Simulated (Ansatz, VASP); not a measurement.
## AlAs in VASP and in Ansatz

Contents of INCAR:

```
SYSTEM = AlAs
ALGO = Normal
EDIFF = 1E-7
EDIFFG = -0.002
ENCUT = 500
GGA_COMPAT = .FALSE.
IBRION = 2
ISIF = 3
ISMEAR = 0
LASPH = .TRUE.
LCHARG = .FALSE.
LREAL = .FALSE.
LWAVE = .FALSE.
NELM = 120
NELMIN = 4
NSW = 100
PREC = Accurate
SIGMA = 0.02
```

Contents of KPOINTS:

```
k-points
0
G
  8 8 8
  0 0 0
```

The input POSCAR:

```
AlAs
1.0
    0.0000000000      2.8304000000      2.8304000000
    2.8304000000      0.0000000000      2.8304000000
    2.8304000000      2.8304000000      0.0000000000
Al As
1 1
Direct
    0.0000000000      0.0000000000      0.0000000000
    0.2500000000      0.2500000000      0.2500000000
```

Input for Ansatz:

```yaml
crystal:
  lattice:
    - [0.0, 2.8304, 2.8304]
    - [2.8304, 0.0, 2.8304]
    - [2.8304, 2.8304, 0.0]
  atoms:
    - { symbol: Al, position: [0.0, 0.0, 0.0] }
    - { symbol: As, position: [0.25, 0.25, 0.25] }
basis:
  ecutwfc: 420
kpoints:
  mp_grid: { grid: [8, 8, 8] }
hamiltonian:
  xc: lda
scf:
  occupations: { method: gaussian, width: 0.02 }
output:
  forces: true
  stress: true
  eigenvalues: true
relax:
  adjacent_minimum: "off"
  f_tol: 0.002
  max_steps: 80
  cell: { stress_tol: 0.02 }
```

Alike in both runs: task relaxation of cell and atoms; functional LDA; k mesh 8 × 8 × 8; occupations gaussian, width 0.02 eV; no spin polarisation.

|  | VASP | Ansatz |
| --- | --- | --- |
| version | VASP 6.6.1 | Ansatz 0.2.0 |
| potentials or method | VASP PAW LDA potentials, release 64 (Al, As), cutoff 500 eV | scalar-relativistic, plane waves, PAW |
| valence electrons in the cell | 8 | 18 |

Ansatz gave:

| Quantity | Value |
| --- | --- |
| gap on the k mesh at the Fermi level, each at its own relaxed structure (eV) | 1.32 |
| relaxed volume (Å³/atom) | 22.30 |
| relaxed cell length with the largest relative difference (Å) | 3.980 |

Estimate VASP's values.

gap on the k mesh at the Fermi level, each at its own relaxed structure (eV): 1.32; relaxed volume (Å³/atom): 22.40; relaxed cell length with the largest relative difference (Å): 3.986.

LDA's correlation is that of Perdew and Zunger in VASP and of Perdew and Wang (1992) in Ansatz. VASP's potentials hold 8 valence electrons a cell and Ansatz's 18, so a difference there can come from the potentials and not from the codes.
